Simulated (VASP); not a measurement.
# CO2 (e600): single point with PBE+D3(BJ)

The system is CO2 (e600).

```xyz
12
Lattice="5.7111 0.0000 0.0000 0.0000 5.7111 0.0000 0.0000 0.0000 5.7111" Properties=species:S:1:pos:R:3 pbc="T T T"
C     0.0000    0.0000    0.0000
C     2.8556    0.0000    2.8556
C     2.8556    2.8556    0.0000
C     0.0000    2.8556    2.8556
O     0.6753    0.6753    0.6753
O     2.1803    5.0358    3.5308
O     3.5308    2.1803    5.0358
O     5.0358    3.5308    2.1803
O     5.0358    5.0358    5.0358
O     3.5308    0.6753    2.1803
O     2.1803    3.5308    0.6753
O     0.6753    2.1803    3.5308
```

```json
{"Program": "VASP 6.6.1", "Task": "single point", "Functional": "PBE", "Dispersion": "D3(BJ)", "Potentials or basis": "VASP PAW PBE potentials, release 64 (C, O)", "Cutoff": "520 eV", "k mesh": "4 × 4 × 4", "Occupations": "gaussian, width 0.1 eV", "Spin": "no spin polarisation"}
```

* Pressure: 1.3 GPa
* Largest force: 0.556 eV/Å
* Band gap on the k mesh: 6.72 eV, direct
* Dispersion energy per atom: -0.066 eV

Forces in eV/Å, atoms in the order of the input:
```
C    0.000  0.000  0.000
C    0.000  0.000  0.000
C    0.000  0.000  0.000
C    0.000  0.000  0.000
O    0.321  0.321  0.321
O   -0.321 -0.321  0.321
O    0.321 -0.321 -0.321
O   -0.321  0.321 -0.321
O   -0.321 -0.321 -0.321
O    0.321  0.321 -0.321
O   -0.321  0.321  0.321
O    0.321 -0.321  0.321
```

Levels at points of the mesh, in eV from the valence-band top:
```
           k point  band 30  band 31  band 32  band 33  band 34  band 35
(0.00, 0.00, 0.00)    -0.17     0.00     0.00     6.72     8.05     8.05
(0.50, 0.00, 0.00)    -0.26    -0.07    -0.07     7.99     7.99     8.12
(0.50, 0.50, 0.00)    -0.24    -0.24    -0.24     7.98     7.98     7.98
(0.50, 0.50, 0.50)    -0.28    -0.28    -0.28     7.99     7.99     7.99
```

Run time: 54 s on 1 thread of AMD EPYC 9R45 96-Core Processor (Zen 5), with other jobs on the host, peak memory 0.25 GiB.

A k mesh can miss the band edges.
